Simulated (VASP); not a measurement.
# NaLiICl (P4/mmm) in VASP: a series of runs

NaLiICl is run at these levels: LDA; tasks: single point.

All numbers are computed with VASP 6.6.1; they aren't measurements. Logs are shortened: lines on timing, memory, paths and dates and some standing lists are left out, and cuts for length are marked.

## 1. The cell of the first run

Symmetry: P4/mmm, No. 123, tetragonal system. The conventional cell has a = 3.764 Å, b = 3.764 Å, c = 6.464 Å, α = 90.00°, β = 90.00°, γ = 90.00°. Within 3.5 Å of Na (site symmetry 4/mmm) lie 4 Cl at 2.66 Å and 2 I at 3.23 Å. Li (site symmetry 4/mmm) has 4 I at 2.66 Å and 2 Cl at 3.23 Å within 3.5 Å. Within 3.5 Å of I (site symmetry 4/mmm) lie 4 Li at 2.66 Å and 2 Na at 3.23 Å. Cl (site symmetry 4/mmm) has 4 Na at 2.66 Å and 2 Li at 3.23 Å within 3.5 Å.

## 2. Single point, LDA (strain -0.080 along x and y, +0.040 along z)

The input, INCAR:

```
  PREC = Accurate
  ENCUT = 520
  EDIFF = 1E-6
  ISMEAR = 0
  SIGMA = 0.05
  LREAL = False
  LASPH = True
  NELM = 80
  ALGO = Normal
  ISIF = 2
  LWAVE = False
  LCHARG = True
  LELF = True
  LVHAR = True
  NBANDS = 20
```

The input, KPOINTS:

```
regular mesh
0
Gamma
  6 6 4
```

The input, POSCAR:

```
NaLiICl
1.0
    3.7643051200      0.0000000000      0.0000000000
    0.0000000000      3.7643051200      0.0000000000
    0.0000000000      0.0000000000      6.4639577600
Na Li I Cl
1 1 1 1
Direct
    0.5000000000      0.5000000000      0.5000000000
    0.0000000000      0.0000000000      0.0000000000
    0.5000000000      0.5000000000      0.0000000000
    0.0000000000      0.0000000000      0.5000000000
```

Potentials or basis: VASP PAW LDA potentials, release 64 (Na_pv, Li_sv, I, Cl).

Started as:

```console
$ cat potpaw_LDA.64/Na_pv/POTCAR potpaw_LDA.64/Li_sv/POTCAR potpaw_LDA.64/I/POTCAR potpaw_LDA.64/Cl/POTCAR > POTCAR
$ mpirun -np 1 vasp_std > vasp.out
```

OUTCAR:

```text
PREC = Accurate
   ENCUT = 520
   EDIFF = 1E-6
   ISMEAR = 0
   LREAL = False
   LASPH = True
   NELM = 80
   ISIF = 2

 ion  position               nearest neighbor table
   1  0.500  0.500  0.500-   4 2.66   4 2.66   4 2.66   4 2.66
   2  0.000  0.000  0.000-   3 2.66   3 2.66   3 2.66   3 2.66
   3  0.500  0.500  0.000-   2 2.66   2 2.66   2 2.66   2 2.66
   4  0.000  0.000  0.500-   1 2.66   1 2.66   1 2.66   1 2.66

  LATTYP: Found a simple tetragonal cell.
 ALAT       =     3.7643051200
 C/A-ratio  =     1.7171715772

  Lattice vectors:

 A1 = (   3.7643051200,   0.0000000000,   0.0000000000)
 A2 = (   0.0000000000,   3.7643051200,   0.0000000000)
 A3 = (   0.0000000000,   0.0000000000,   6.4639577600)

Analysis of symmetry for initial positions (statically):
=====================================================================
 Subroutine PRICEL returns:
 Original cell was already a primitive cell.

 Routine SETGRP: Setting up the symmetry group for a
 simple tetragonal supercell.

 Subroutine GETGRP returns: Found 16 space group operations
 (whereof 16 operations were pure point group operations)
 out of a pool of 16 trial point group operations.

The static configuration has the point symmetry D_4h.

Analysis of symmetry for dynamics (positions and initial velocities):
=====================================================================
 Subroutine PRICEL returns:
 Original cell was already a primitive cell.

 Routine SETGRP: Setting up the symmetry group for a
 simple tetragonal supercell.

 Subroutine GETGRP returns: Found 16 space group operations
 (whereof 16 operations were pure point group operations)
 out of a pool of 16 trial point group operations.

The dynamic configuration has the point symmetry D_4h.

 Subroutine INISYM returns: Found 16 space group operations
 (whereof 16 operations are pure point group operations),
 and found     1 'primitive' translations

----------------------------------------------------------------------------------------

                                     Primitive cell

  volume of cell :      91.5942

  direct lattice vectors                    reciprocal lattice vectors
     3.764305120  0.000000000  0.000000000     0.265653279  0.000000000  0.000000000
     0.000000000  3.764305120  0.000000000     0.000000000  0.265653279  0.000000000
     0.000000000  0.000000000  6.463957760     0.000000000  0.000000000  0.154703981

  length of vectors
     3.764305120  3.764305120  6.463957760     0.265653279  0.265653279  0.154703981

  position of ions in fractional coordinates (direct lattice)
     0.500000000  0.500000000  0.500000000
     0.000000000  0.000000000  0.000000000
     0.500000000  0.500000000  0.000000000
     0.000000000  0.000000000  0.500000000

  ion indices of the primitive-cell ions
   primitive index   ion index
                 1           1
                 2           2
                 3           3
                 4           4

----------------------------------------------------------------------------------------

 KPOINTS: regular mesh

Automatic generation of k-mesh.
 Grid dimensions read from file:
 generate k-points for:    6    6    4

 Generating k-lattice:

  Cartesian coordinates                     Fractional coordinates (reciprocal lattice)
     0.044275547  0.000000000  0.000000000     0.166666667  0.000000000  0.000000000
     0.000000000  0.044275547  0.000000000     0.000000000  0.166666667  0.000000000
     0.000000000  0.000000000  0.038675995     0.000000000  0.000000000  0.250000000

  Length of vectors
     0.044275547  0.044275547  0.038675995

  Shift w.r.t. Gamma in fractional coordinates (k-lattice)
     0.000000000  0.000000000  0.000000000

 Subroutine IBZKPT returns following result:
 ===========================================

 Found     30 irreducible k-points:

 Following reciprocal coordinates:
            Coordinates               Weight
  0.000000  0.000000  0.000000      1.000000
  0.166667  0.000000  0.000000      4.000000
  0.333333  0.000000  0.000000      4.000000
  0.500000  0.000000  0.000000      2.000000
  0.166667  0.166667  0.000000      4.000000
  0.333333  0.166667  0.000000      8.000000
[... 16 lines left out ...]
  0.333333  0.000000  0.500000      4.000000
  0.500000  0.000000  0.500000      2.000000
 [... further k-points ...]
   k-points           NKPTS =     30   k-points in BZ     NKDIM =     30   number of bands    NBANDS=     20
   number of dos      NEDOS =    301   number of ions     NIONS =      4
   total plane-waves  NPLWV =  37632
   dimension x,y,z NGX =    28 NGY =   28 NGZ =   48
   dimension x,y,z NGXF=    56 NGYF=   56 NGZF=   96
   ions per type =               1   1   1   1
   NGX,Y,Z   is equivalent  to a cutoff of  12.37, 12.37, 12.35 a.u.
   NGXF,Y,Z  is equivalent  to a cutoff of  24.73, 24.73, 24.69 a.u.
 SYSTEM =  unknown system
   PREC   = accura    normal or accurate (medium, high low for compatibility)
   ISTART =      0    job   : 0-new  1-cont  2-samecut
   ICHARG =      2    charge: 1-file 2-atom 10-const
   ISPIN  =      1    spin polarized calculation?
   LNONCOLLINEAR =      F non collinear calculations
   LSORBIT =      F    spin-orbit coupling
   LASPH  =      T    aspherical Exc in radial PAW
   ENCUT  =  520.0 eV  38.22 Ry    6.18 a.u.   7.00  7.00 12.02*2*pi/ulx,y,z
   NELM   =     80;   NELMIN=  2; NELMDL= -5     # of ELM steps
   EDIFF  = 0.1E-05   stopping-criterion for ELM
   LREAL  =      F    real-space projection
[... 7 lines left out ...]
   TEBEG  =    0.0;   TEEND  =   0.0 temperature during run
   PSTRESS=    0.0 pullay stress
   NELECT =      24.0000    total number of electrons
   NUPDOWN=      -1.0000    fix difference up-down
   EMIN   =  10.00;   EMAX   =-10.00  energy-range for DOS
   EFERMI =   0.00;   METHOD = LEGACY
   ISMEAR =     0;   SIGMA  =   0.05  broadening in eV -4-tet -1-fermi 0-gaus
   EFERMI_NEDOS =   21; number of points for ismear=-14 and -15
   IALGO  =     38    algorithm
   IMIX   =      4    mixing-type and parameters
     AMIX     =   0.40;   BMIX     =  1.00
     AMIX_MAG =   1.60;   BMIX_MAG =  1.00
  volume/ion in A,a.u.               =      22.90       154.53
  Fermi-wavevector in a.u.,A,eV,Ry     =   1.047585  1.979648 14.931495  1.097434
  Thomas-Fermi vector in A             =   2.182471
   LORBIT       =      0    0 simple, 1 ext, 2 COOP (PROOUT), +10 PAW based schemes
   GGA     = CA    functional components
   LHFCALC =     F    Hartree Fock is set to
   AEXX    =    0.0000 exact exchange contribution
   IVDW    =     0    specifies the selected vdW correction
   LEPSILON=     F    determine dielectric tensor
   LRPA    =     F    only Hartree local field effects (RPA)
 non-spin polarized calculation
 Gauss-broadening in eV      SIGMA  =   0.05
  energy-cutoff  :      520.00
  volume of cell :       91.59
 maximum number of plane-waves:      2484
 NGX is ok and might be reduce to    28
   NGX = 13   NGY = 13   NGZ = 25

 number of electron      23.9999973 magnetization

 Free energy of the ion-electron system (eV)
  ---------------------------------------------------
  ext. energy  EPLUGINS =         0.00000000
  ---------------------------------------------------
  free energy    TOTEN  =       -13.57776553 eV

  energy without entropy =      -13.57776553  energy(sigma->0) =      -13.57776553

 E-fermi :   2.3077     XC(G=0):  -8.8575

 val. band max:        1.9560829976   @ k =   0.5000   0.0000   0.5000
 cond. band min:       5.8048962400   @ k =   0.0000   0.0000   0.0000
 fundamental gap:      3.8488132424
 Fermi energy:         2.3077082458

 k-point     1 :       0.0000    0.0000    0.0000
  band No.  band energies     occupation
      1     -42.3518      2.00000
      2     -20.0992      2.00000
      3     -20.0513      2.00000
      4     -20.0513      2.00000
      5     -11.7981      2.00000
      6     -10.2246      2.00000
[... 12 lines left out ...]
     19      11.4343      0.00000
     20      11.9000      0.00000

 k-point     2 :       0.1667    0.0000    0.0000
  band No.  band energies     occupation
      1     -42.3516      2.00000
      2     -20.0986      2.00000
      3     -20.0605      2.00000
      4     -20.0502      2.00000
      5     -11.7335      2.00000
      6     -10.1358      2.00000
[... 12 lines left out ...]
     19      11.3847      0.00000
     20      11.6979      0.00000

 k-point     3 :       0.3333    0.0000    0.0000
  band No.  band energies     occupation
      1     -42.3513      2.00000
      2     -20.0974      2.00000
      3     -20.0787      2.00000
      4     -20.0481      2.00000
      5     -11.5993      2.00000
      6      -9.9433      2.00000
[... 12 lines left out ...]
     19      11.0477      0.00000
     20      12.4764      0.00000

 k-point     4 :       0.5000    0.0000    0.0000
  band No.  band energies     occupation
      1     -42.3511      2.00000
      2     -20.0968      2.00000
      3     -20.0878      2.00000
      4     -20.0470      2.00000
      5     -11.5295      2.00000
      6      -9.8382      2.00000
[... 12 lines left out ...]
     19      10.8740      0.00000
     20      12.7083      0.00000

 k-point     5 :       0.1667    0.1667    0.0000
  band No.  band energies     occupation
      1     -42.3514      2.00000
      2     -20.0980      2.00000
      3     -20.0608      2.00000
      4     -20.0566      2.00000
      5     -11.6783      2.00000
      6     -10.0397      2.00000
[... 12 lines left out ...]
     19      11.2196      0.00000
     20      11.7148      0.00000

 k-point     6 :       0.3333    0.1667    0.0000
  band No.  band energies     occupation
      1     -42.3511      2.00000
      2     -20.0969      2.00000
      3     -20.0758      2.00000
      4     -20.0550      2.00000
      5     -11.5646      2.00000
      6      -9.8297      2.00000
[... 12 lines left out ...]
     19      11.5243      0.00000
     20      12.0586      0.00000

 k-point     7 :       0.5000    0.1667    0.0000
  band No.  band energies     occupation
      1     -42.3509      2.00000
      2     -20.0963      2.00000
      3     -20.0840      2.00000
      4     -20.0535      2.00000
      5     -11.5059      2.00000
      6      -9.7141      2.00000
[... 12 lines left out ...]
     19      11.9037      0.00000
     20      12.0381      0.00000
[... 277 lines left out ...]
 k-point    20 :       0.5000    0.5000    0.2500
  band No.  band energies     occupation
      1     -42.3501      2.00000
      2     -20.0949      2.00000
      3     -20.0729      2.00000
      4     -20.0729      2.00000
      5     -11.4328      2.00000
      6      -9.2785      2.00000
[... 12 lines left out ...]
     19      11.4287      0.00000
     20      12.1434      0.00000

 k-point    21 :       0.0000    0.0000    0.5000
  band No.  band energies     occupation
      1     -42.3518      2.00000
      2     -20.0995      2.00000
      3     -20.0513      2.00000
      4     -20.0513      2.00000
      5     -11.7767      2.00000
      6     -10.2609      2.00000
[... 12 lines left out ...]
     19      12.5142      0.00000
     20      12.5144      0.00000

 k-point    22 :       0.1667    0.0000    0.5000
  band No.  band energies     occupation
      1     -42.3516      2.00000
      2     -20.0989      2.00000
      3     -20.0604      2.00000
      4     -20.0502      2.00000
      5     -11.7169      2.00000
      6     -10.1621      2.00000
[... 12 lines left out ...]
     19      11.2534      0.00000
     20      12.4939      0.00000

 k-point    23 :       0.3333    0.0000    0.5000
  band No.  band energies     occupation
      1     -42.3513      2.00000
      2     -20.0977      2.00000
      3     -20.0787      2.00000
      4     -20.0481      2.00000
      5     -11.5931      2.00000
      6      -9.9465      2.00000
[... 12 lines left out ...]
     19      11.8340      0.00000
     20      12.1037      0.00000

 k-point    24 :       0.5000    0.0000    0.5000
  band No.  band energies     occupation
      1     -42.3511      2.00000
      2     -20.0971      2.00000
      3     -20.0878      2.00000
      4     -20.0470      2.00000
      5     -11.5290      2.00000
      6      -9.8278      2.00000
[... 12 lines left out ...]
     19      11.9089      0.00000
     20      11.9326      0.00000

 [... further k-points ...]
[... 5 lines left out ...]
  --------------------------------------------------------------------------------------
  -------------------------------------------------------------------------------------
  Total        2.2294405      2.2294405     -1.0960820      0.0000000      0.0000000      0.0000000
  in kB       38.9976396     38.9976396    -19.1727971      0.0000000      0.0000000      0.0000000
  external PRESSURE =      19.6074940 kB  Pullay stress =       0.0000000 kB

 VOLUME and BASIS-vectors are now :
 -----------------------------------------------------------------------------
  energy-cutoff  :      520.00
  volume of cell :       91.59
      direct lattice vectors                 reciprocal lattice vectors
     3.764305120  0.000000000  0.000000000     0.265653279  0.000000000  0.000000000
     0.000000000  3.764305120  0.000000000     0.000000000  0.265653279  0.000000000
     0.000000000  0.000000000  6.463957760     0.000000000  0.000000000  0.154703981

 POSITION                                       TOTAL-FORCE (eV/Angst)
 -----------------------------------------------------------------------------------
      1.88215      1.88215      3.23198         0.000000      0.000000      0.000000
      0.00000      0.00000      0.00000         0.000000      0.000000      0.000000
      1.88215      1.88215      0.00000         0.000000      0.000000      0.000000
      0.00000      0.00000      3.23198         0.000000      0.000000      0.000000
 -----------------------------------------------------------------------------------
    total drift:                                0.000000      0.000000      0.000000

  FREE ENERGIE OF THE ION-ELECTRON SYSTEM (eV)
  ---------------------------------------------------
  free  energy   TOTEN  =       -13.5777655305 eV

  energy  without entropy=      -13.5777655305  energy(sigma->0) =      -13.57776553
```

Wall time 14 s (1 thread of Intel Xeon 6975P-C (Granite Rapids), shared host); peak memory 0.19 GiB.

What came out:

```
Free energy            : -13.5778 eV
Band gap on the k mesh : 3.85 eV, indirect (least direct gap 3.88 eV)
```

Caveat: the cell differs from its parent crystal (strain -0.080 along x and y, +0.040 along z); the cutoff is under 1.25 times the usual one of these potentials, so pressure, stress and relaxed cells hold a basis-set (Pulay) error; spin-orbit coupling is left out, which moves the levels of the heavy elements.

## 3. Single point, LDA (strain -0.080 along x and y, +0.080 along z)

The input, INCAR:

```
SYSTEM = NaLiICl
PREC = Accurate
ENCUT = 520
EDIFF = 1E-7
ISMEAR = 0
SIGMA = 0.05
LREAL = .FALSE.
LASPH = .TRUE.
NELM = 80
ALGO = Normal
ISIF = 2
LWAVE = .FALSE.
LCHARG = .FALSE.
NBANDS = 20
```

The input, KPOINTS:

```
regular mesh
0
G
  6 6 4
  0 0 0
```

Changes to POSCAR since step 2:

```diff
@@ -4,3 +4,3 @@
     0.0000000000      3.7643051200      0.0000000000
-    0.0000000000      0.0000000000      6.4639577600
+    0.0000000000      0.0000000000      6.7125715200
 Na Li I Cl
```

Potentials or basis: VASP PAW LDA potentials, release 64 (Na_pv, Li_sv, I, Cl).

Started as:

```console
$ cat potpaw_LDA.64/Na_pv/POTCAR potpaw_LDA.64/Li_sv/POTCAR potpaw_LDA.64/I/POTCAR potpaw_LDA.64/Cl/POTCAR > POTCAR
$ mpirun -np 1 vasp_std > vasp.out
```

Wall time 17 s (1 thread of Intel Xeon 6975P-C (Granite Rapids), shared host); peak memory 0.2 GiB.

It converged, with:

* Free energy: -13.5307 eV
* Band gap on the k mesh: 3.68 eV, indirect (least direct gap 3.82 eV)

Levels at points of the mesh, in eV from the valence-band top:
```csv
k point,band 8,band 9,band 10,band 11,band 12,band 13,band 14,band 15,band 16,band 17
"(0.00, 0.00, 0.00)",-1.49,-1.49,-0.93,-0.70,-0.70,3.68,5.65,5.93,8.15,8.31
"(0.50, 0.00, 0.00)",-3.07,-2.02,-1.66,-1.39,0.00,5.09,5.80,6.72,6.87,6.90
"(0.50, 0.50, 0.00)",-3.54,-2.47,-2.47,-1.67,-1.01,4.32,5.55,5.55,5.72,7.67
"(0.00, 0.00, 0.50)",-2.19,-1.44,-1.44,-0.77,-0.77,5.66,5.73,6.14,6.90,7.30
"(0.50, 0.00, 0.50)",-3.33,-1.60,-1.39,-1.25,0.00,3.82,5.35,6.32,6.64,8.09
"(0.50, 0.50, 0.50)",-3.42,-2.64,-2.64,-1.68,-1.10,4.87,6.42,6.71,6.71,7.06
```

Caveat: the cell differs from its parent crystal (strain -0.080 along x and y, +0.080 along z); the cutoff is under 1.25 times the usual one of these potentials, so pressure, stress and relaxed cells hold a basis-set (Pulay) error; spin-orbit coupling is left out, which moves the levels of the heavy elements. A k mesh can miss the band edges.

(Part 1 of 2 ends here.)
